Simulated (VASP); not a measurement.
# PbO2 (R-3m) in VASP: a series of runs

The runs below take PbO2 through single point, relaxation of shape and atoms at fixed volume, with PBE.

Everything below comes from runs of VASP 6.6.1. Logs are shortened: lines on timing, memory, paths and dates and some standing lists are left out, and cuts for length are marked.

## Step 1: The cell of the first run

The structure is trigonal, space group R-3m (No. 166). The conventional cell has a = 3.443 Å, b = 3.443 Å, c = 13.636 Å, α = 90.00°, β = 90.00°, γ = 120.00°. Pb (site symmetry -3m) has 6 O at 2.24 Å within 3.0 Å. O (site symmetry 3m) has 3 Pb at 2.24 Å and 3 O at 2.88 Å within 3.0 Å.

## Step 2: Single point, PBE (volume scaled by 1.020)

INCAR reads:

```
  PREC = Accurate
  ENCUT = 520
  EDIFF = 1E-7
  ISMEAR = 0
  SIGMA = 0.05
  LREAL = F
  LASPH = T
  NELM = 60
  ALGO = Normal
  ISIF = 2
  LWAVE = F
  LCHARG = T
  GGA = PE
  LELF = T
  LVHAR = T
  NBANDS = 20
```

KPOINTS reads:

```
regular mesh
0
Gamma
  12 12 12
```

POSCAR reads:

```
PbO2
1.0
    1.7215552183      0.9939403687      4.5452847401
   -1.7215552183      0.9939403687      4.5452847401
    0.0000000000     -1.9878807374      4.5452847401
Pb O
1 2
Direct
    0.0000000000      0.0000000000      0.0000000000
    0.2570008462      0.2570008462      0.2570008462
    0.7429991538      0.7429991538      0.7429991538
```

Potentials or basis: VASP PAW PBE potentials, release 64 (Pb_d, O).

On the command line:

```bash
$ cat potpaw_PBE.64/Pb_d/POTCAR potpaw_PBE.64/O/POTCAR > POTCAR
$ mpirun -np 1 vasp_std > vasp.out
```

OUTCAR:

```text
PREC = Accurate
   ENCUT = 520
   EDIFF = 1E-7
   ISMEAR = 0
   LREAL = F
   LASPH = T
   NELM = 60
   ISIF = 2
   GGA = PE

 ion  position               nearest neighbor table
   1  0.000  0.000  0.000-   3 2.24   2 2.24   3 2.24   3 2.24   2 2.24   2 2.24
   2  0.257  0.257  0.257-   1 2.24   1 2.24   1 2.24
   3  0.743  0.743  0.743-   1 2.24   1 2.24   1 2.24

  LATTYP: Found a trigonal (rhomboedric) cell.
 ALAT       =     4.9609760325
 COS(alpha) =     0.7591549903

  Lattice vectors:

 A1 = (   1.7215552183,   0.9939403687,   4.5452847401)
 A2 = (  -1.7215552183,   0.9939403687,   4.5452847401)
 A3 = (   0.0000000000,  -1.9878807374,   4.5452847401)

Analysis of symmetry for initial positions (statically):
=====================================================================
 Subroutine PRICEL returns:
 Original cell was already a primitive cell.

 Routine SETGRP: Setting up the symmetry group for a
 trigonal (rhombohedral) supercell.

 Subroutine GETGRP returns: Found 12 space group operations
 (whereof 12 operations were pure point group operations)
 out of a pool of 12 trial point group operations.

The static configuration has the point symmetry D_3d.

Analysis of symmetry for dynamics (positions and initial velocities):
=====================================================================
 Subroutine PRICEL returns:
 Original cell was already a primitive cell.

 Routine SETGRP: Setting up the symmetry group for a
 trigonal (rhombohedral) supercell.

 Subroutine GETGRP returns: Found 12 space group operations
 (whereof 12 operations were pure point group operations)
 out of a pool of 12 trial point group operations.

The dynamic configuration has the point symmetry D_3d.

 Subroutine INISYM returns: Found 12 space group operations
 (whereof 12 operations are pure point group operations),
 and found     1 'primitive' translations

----------------------------------------------------------------------------------------

                                     Primitive cell

  volume of cell :      46.6653

  direct lattice vectors                    reciprocal lattice vectors
     1.721555218  0.993940369  4.545284740     0.290435064  0.167682762  0.073336073
    -1.721555218  0.993940369  4.545284740    -0.290435064  0.167682762  0.073336073
     0.000000000 -1.987880737  4.545284740     0.000000000 -0.335365525  0.073336073

  length of vectors
     4.960976032  4.960976032  4.960976032     0.343290278  0.343290278  0.343290278

  position of ions in fractional coordinates (direct lattice)
     0.000000000  0.000000000  0.000000000
     0.257000846  0.257000846  0.257000846
     0.742999154  0.742999154  0.742999154

  ion indices of the primitive-cell ions
   primitive index   ion index
                 1           1
                 2           2
                 3           3

----------------------------------------------------------------------------------------

 KPOINTS: regular mesh

Automatic generation of k-mesh.
 Grid dimensions read from file:
 generate k-points for:   12   12   12

 Generating k-lattice:

  Cartesian coordinates                     Fractional coordinates (reciprocal lattice)
     0.024202922  0.013973564  0.006111339     0.083333333  0.000000000  0.000000000
    -0.024202922  0.013973564  0.006111339     0.000000000  0.083333333  0.000000000
     0.000000000 -0.027947127  0.006111339     0.000000000  0.000000000  0.083333333

  Length of vectors
     0.028607523  0.028607523  0.028607523

  Shift w.r.t. Gamma in fractional coordinates (k-lattice)
     0.000000000  0.000000000  0.000000000

 Subroutine IBZKPT returns following result:
 ===========================================

 Found    189 irreducible k-points:

 Following reciprocal coordinates:
            Coordinates               Weight
  0.000000  0.000000  0.000000      1.000000
  0.083333 -0.000000  0.000000      6.000000
  0.166667 -0.000000 -0.000000      6.000000
  0.250000 -0.000000  0.000000      6.000000
  0.333333 -0.000000  0.000000      6.000000
  0.416667  0.000000  0.000000      6.000000
[... 16 lines left out ...]
  0.500000  0.166667  0.000000     12.000000
 -0.416667  0.166667  0.000000     12.000000
 [... further k-points ...]
   k-points           NKPTS =    189   k-points in BZ     NKDIM =    189   number of bands    NBANDS=     20
   number of dos      NEDOS =    301   number of ions     NIONS =      3
   total plane-waves  NPLWV =  64000
   dimension x,y,z NGX =    40 NGY =   40 NGZ =   40
   dimension x,y,z NGXF=    80 NGYF=   80 NGZF=   80
   ions per type =               1   2
   NGX,Y,Z   is equivalent  to a cutoff of  13.40, 13.40, 13.40 a.u.
   NGXF,Y,Z  is equivalent  to a cutoff of  26.81, 26.81, 26.81 a.u.
 SYSTEM =  unknown system
   PREC   = accura    normal or accurate (medium, high low for compatibility)
   ISTART =      0    job   : 0-new  1-cont  2-samecut
   ICHARG =      2    charge: 1-file 2-atom 10-const
   ISPIN  =      1    spin polarized calculation?
   LNONCOLLINEAR =      F non collinear calculations
   LSORBIT =      F    spin-orbit coupling
   LASPH  =      T    aspherical Exc in radial PAW
   ENCUT  =  520.0 eV  38.22 Ry    6.18 a.u.   9.22  9.22  9.22*2*pi/ulx,y,z
   NELM   =     60;   NELMIN=  2; NELMDL= -5     # of ELM steps
   EDIFF  = 0.1E-06   stopping-criterion for ELM
   LREAL  =      F    real-space projection
   EDIFFG = 0.1E-05   stopping-criterion for IOM
   NSW    =      0    number of steps for IOM
   IBRION =     -1    ionic relax: 0-MD 1-quasi-New 2-CG
   NFREE  =      0    steps in history (QN), initial steepest desc. (CG)
   ISIF   =      2    stress and relaxation
   ISYM   =      2    0-nonsym 1-usesym 2-fastsym
   POTIM  = 0.5000    time-step for ionic-motion
   TEBEG  =    0.0;   TEEND  =   0.0 temperature during run
   PSTRESS=    0.0 pullay stress
   NELECT =      26.0000    total number of electrons
   NUPDOWN=      -1.0000    fix difference up-down
   EMIN   =  10.00;   EMAX   =-10.00  energy-range for DOS
   EFERMI =   0.00;   METHOD = LEGACY
   ISMEAR =     0;   SIGMA  =   0.05  broadening in eV -4-tet -1-fermi 0-gaus
   EFERMI_NEDOS =   21; number of points for ismear=-14 and -15
   IALGO  =     38    algorithm
   IMIX   =      4    mixing-type and parameters
     AMIX     =   0.40;   BMIX     =  1.00
     AMIX_MAG =   1.60;   BMIX_MAG =  1.00
  volume/ion in A,a.u.               =      15.56       104.97
  Fermi-wavevector in a.u.,A,eV,Ry     =   1.347105  2.545659 24.690377  1.814692
  Thomas-Fermi vector in A             =   2.474883
   LORBIT       =      0    0 simple, 1 ext, 2 COOP (PROOUT), +10 PAW based schemes
   GGA     = PE    functional components
   LHFCALC =     F    Hartree Fock is set to
   AEXX    =    0.0000 exact exchange contribution
   IVDW    =     0    specifies the selected vdW correction
   LEPSILON=     F    determine dielectric tensor
   LRPA    =     F    only Hartree local field effects (RPA)
 non-spin polarized calculation
 Gauss-broadening in eV      SIGMA  =   0.05
  energy-cutoff  :      520.00
  volume of cell :       46.67
 maximum number of plane-waves:      1278
 NGX is ok and might be reduce to    40
   NGX = 19   NGY = 19   NGZ = 19

 number of electron      26.0000003 magnetization

 Free energy of the ion-electron system (eV)
  ---------------------------------------------------
  ext. energy  EPLUGINS =         0.00000000
  ---------------------------------------------------
  free energy    TOTEN  =       -15.68024164 eV

  energy without entropy =      -15.68024001  energy(sigma->0) =      -15.68024083

 E-fermi :   3.2608     XC(G=0): -10.0395

 val. band max:        3.1462563200   @ k =   0.5000   0.5000   0.0000
 cond. band min:       3.3495847113   @ k =   0.0000   0.0000   0.0000
 fundamental gap:      0.2033283913
 Fermi energy:         3.2607645618

 k-point     1 :       0.0000    0.0000    0.0000
  band No.  band energies     occupation
      1     -14.7882      2.00000
      2     -12.8233      2.00000
      3     -12.2332      2.00000
      4     -12.2332      2.00000
      5     -11.9739      2.00000
      6     -11.9377      2.00000
[... 12 lines left out ...]
     19      19.3212      0.00000
     20      19.9589      0.00000

 k-point     2 :       0.0833   -0.0000    0.0000
  band No.  band energies     occupation
      1     -14.7234      2.00000
      2     -13.1250      2.00000
      3     -12.2124      2.00000
      4     -12.0375      2.00000
      5     -11.9676      2.00000
      6     -11.9394      2.00000
[... 12 lines left out ...]
     19      18.2724      0.00000
     20      19.8990      0.00000

 k-point     3 :       0.1667   -0.0000   -0.0000
  band No.  band energies     occupation
      1     -14.5493      2.00000
      2     -13.5361      2.00000
      3     -12.1592      2.00000
      4     -12.0279      2.00000
      5     -11.9482      2.00000
      6     -11.9393      2.00000
[... 12 lines left out ...]
     19      17.2015      0.00000
     20      19.8158      0.00000

 k-point     4 :       0.2500   -0.0000    0.0000
  band No.  band energies     occupation
      1     -14.3719      2.00000
      2     -13.7919      2.00000
      3     -12.1049      2.00000
      4     -12.0617      2.00000
      5     -11.9236      2.00000
      6     -11.9185      2.00000
[... 12 lines left out ...]
     19      16.4284      0.00000
     20      19.3943      0.00000

 k-point     5 :       0.3333   -0.0000    0.0000
  band No.  band energies     occupation
      1     -14.4239      2.00000
      2     -13.6851      2.00000
      3     -12.1044      2.00000
      4     -12.0826      2.00000
      5     -11.9034      2.00000
      6     -11.8628      2.00000
[... 12 lines left out ...]
     19      15.9836      0.00000
     20      18.0955      0.00000

 k-point     6 :       0.4167    0.0000    0.0000
  band No.  band energies     occupation
      1     -14.5516      2.00000
      2     -13.4483      2.00000
      3     -12.1444      2.00000
      4     -12.0815      2.00000
      5     -11.8930      2.00000
      6     -11.8049      2.00000
[... 12 lines left out ...]
     19      15.8723      0.00000
     20      17.1581      0.00000

 k-point     7 :       0.5000   -0.0000    0.0000
  band No.  band energies     occupation
      1     -14.6017      2.00000
      2     -13.3420      2.00000
      3     -12.1629      2.00000
      4     -12.0830      2.00000
      5     -11.8906      2.00000
      6     -11.7814      2.00000
[... 12 lines left out ...]
     19      15.9361      0.00000
     20      16.7756      0.00000
[... 277 lines left out ...]
 k-point    20 :       0.2500    0.1667    0.0000
  band No.  band energies     occupation
      1     -14.3761      2.00000
      2     -13.7958      2.00000
      3     -12.1018      2.00000
      4     -12.0353      2.00000
      5     -11.9560      2.00000
      6     -11.9062      2.00000
[... 12 lines left out ...]
     19      16.4225      0.00000
     20      19.3226      0.00000

 k-point    21 :       0.3333    0.1667    0.0000
  band No.  band energies     occupation
      1     -14.1846      2.00000
      2     -14.0302      2.00000
      3     -12.0486      2.00000
      4     -12.0464      2.00000
      5     -11.8914      2.00000
      6     -11.8668      2.00000
[... 12 lines left out ...]
     19      16.3349      0.00000
     20      18.3851      0.00000

 k-point    22 :       0.4167    0.1667    0.0000
  band No.  band energies     occupation
      1     -14.2927      2.00000
      2     -13.9183      2.00000
      3     -12.0740      2.00000
      4     -12.0138      2.00000
      5     -11.8652      2.00000
      6     -11.7049      2.00000
[... 12 lines left out ...]
     19      16.6357      0.00000
     20      17.5123      0.00000

 k-point    23 :       0.5000    0.1667    0.0000
  band No.  band energies     occupation
      1     -14.4243      2.00000
      2     -13.7669      2.00000
      3     -12.0968      2.00000
      4     -11.9699      2.00000
      5     -11.8755      2.00000
      6     -11.5318      2.00000
[... 12 lines left out ...]
     19      16.7854      0.00000
     20      17.1451      0.00000

 k-point    24 :      -0.4167    0.1667    0.0000
  band No.  band energies     occupation
      1     -14.4659      2.00000
      2     -13.7185      2.00000
      3     -12.1056      2.00000
      4     -11.9327      2.00000
      5     -11.9012      2.00000
      6     -11.4619      2.00000
[... 12 lines left out ...]
     19      16.3996      0.00000
     20      17.3355      0.00000

 [... further k-points ...]
[... 5 lines left out ...]
  --------------------------------------------------------------------------------------
  -------------------------------------------------------------------------------------
  Total        0.0348526      0.0348526     -0.0590850      0.0000000      0.0000000     -0.0000000
  in kB        1.1966069      1.1966069     -2.0285900      0.0000000      0.0000000     -0.0000000
  external PRESSURE =       0.1215413 kB  Pullay stress =       0.0000000 kB

 VOLUME and BASIS-vectors are now :
 -----------------------------------------------------------------------------
  energy-cutoff  :      520.00
  volume of cell :       46.67
      direct lattice vectors                 reciprocal lattice vectors
     1.721555218  0.993940369  4.545284740     0.290435064  0.167682762  0.073336073
    -1.721555218  0.993940369  4.545284740    -0.290435064  0.167682762  0.073336073
     0.000000000 -1.987880737  4.545284740     0.000000000 -0.335365525  0.073336073

 POSITION                                       TOTAL-FORCE (eV/Angst)
 -----------------------------------------------------------------------------------
      0.00000      0.00000      0.00000         0.000000     -0.000000      0.000000
      0.00000      0.00000      3.50443        -0.000000     -0.000000     -0.033537
      0.00000      0.00000     10.13143        -0.000000      0.000000      0.033537
 -----------------------------------------------------------------------------------
    total drift:                                0.000000     -0.000000      0.000000

  FREE ENERGIE OF THE ION-ELECTRON SYSTEM (eV)
  ---------------------------------------------------
  free  energy   TOTEN  =       -15.6802416387 eV

  energy  without entropy=      -15.6802400137  energy(sigma->0) =      -15.68024083
```

Run time: 7.5 min. Hardware: 1 thread of Intel Xeon 6975P-C, shared host; peak memory 0.35 GiB.

Results:

* Free energy: -15.6802 eV
* Pressure: 0.0 GPa
* Largest force: 0.034 eV/Å
* Band gap on the k mesh: 0.20 eV, indirect (least direct gap 0.28 eV)

Forces in eV/Å, atoms in the order of the input:
```
Pb   0.000  0.000  0.000
O    0.000  0.000 -0.034
O    0.000  0.000  0.034
```

Caveat: the cell differs from its parent crystal (volume scaled by 1.020); spin-orbit coupling is left out, which moves the levels of the heavy elements.

## Step 3: Relaxation of shape and atoms at fixed volume, PBE (volume scaled by 1.040)

INCAR reads:

```
PREC = Accurate ; ENCUT = 600
EDIFF = 1E-6 ; ISMEAR = 0
SIGMA = 0.05 ; LREAL = F
LASPH = T ; NELM = 100
ALGO = Normal ; ISIF = 4
LWAVE = F ; LCHARG = F
GGA = PE ; IBRION = 2
NSW = 60 ; EDIFFG = -0.01
```

KPOINTS reads:

```
Automatic mesh
0
Gamma
  12 12 12
```

POSCAR reads:

```
PbO2
1.0
    1.7327344616      1.0003947078      4.5748004031
   -1.7327344616      1.0003947078      4.5748004031
    0.0000000000     -2.0007894156      4.5748004031
Pb O
1 2
Direct
    0.0000000000      0.0000000000      0.0000000000
    0.2570008462      0.2570008462      0.2570008462
    0.7429991538      0.7429991538      0.7429991538
```

Potentials or basis: VASP PAW PBE potentials, release 64 (Pb_d, O).

On the command line:

```bash
$ cat potpaw_PBE.64/Pb_d/POTCAR potpaw_PBE.64/O/POTCAR > POTCAR
$ mpirun -np 1 vasp_std > vasp.out
```

It took 12 min on 1 thread of Intel Xeon Platinum 8259CL at 2.50GHz (Skylake/Cascade Lake), shared host; peak memory 0.37 GiB.

It converged, with:

- Free energy: -15.6824 eV
- Energy gained by relaxing: 1.1 meV/atom
- Ionic steps: 6
- Pressure after relaxing: -0.6 GPa
- Band gap on the k mesh: 0.27 eV, indirect (least direct gap 0.36 eV)

The path:
```tsv
step	energy change (eV)	largest force (eV/Å)	pressure (GPa)	volume (Å³)
1	0.0000	0.1150	-2.15	47.58
2	-0.0017	0.0692	-1.68	47.58
3	-0.0031	0.0297	-0.70	47.58
4	-0.0031	0.0248	-0.74	47.58
5	-0.0033	0.0116	-0.69	47.58
6	-0.0033	0.0010	-0.64	47.58
```

Final structure:
```
Pb O
1.0
     1.72250    0.99449    4.62931
    -1.72250    0.99449    4.62931
     0.00000   -1.98898    4.62931
Pb O
1 2
Direct
  0.00000 0.00000 0.00000
  0.25805 0.25805 0.25805
  0.74195 0.74195 0.74195
```

Levels at points of the mesh, in eV from the valence-band top:
| k point | band 9 | band 10 | band 11 | band 12 | band 13 | band 14 | band 15 | band 16 | band 17 |
| --- | --- | --- | --- | --- | --- | --- | --- | --- | --- |
| (0.00, 0.00, 0.00) | -1.33 | -1.33 | -0.67 | -0.67 | -0.10 | 0.27 | 5.15 | 9.98 | 9.98 |
| (0.50, 0.00, 0.00) | -3.56 | -2.68 | -1.53 | -0.61 | -0.51 | 3.08 | 7.04 | 8.73 | 11.35 |
| (0.50, 0.50, 0.00) | -3.90 | -2.86 | -1.01 | -0.28 | 0.00 | 2.77 | 6.07 | 9.45 | 10.50 |
| (0.50, 0.50, 0.50) | -1.46 | -1.46 | -1.40 | -0.57 | -0.57 | 1.82 | 5.03 | 10.27 | 10.27 |

Caveat: the cell differs from its parent crystal (volume scaled by 1.040); spin-orbit coupling is left out, which moves the levels of the heavy elements. A k mesh can miss the band edges.

[end of part 1 of 2]
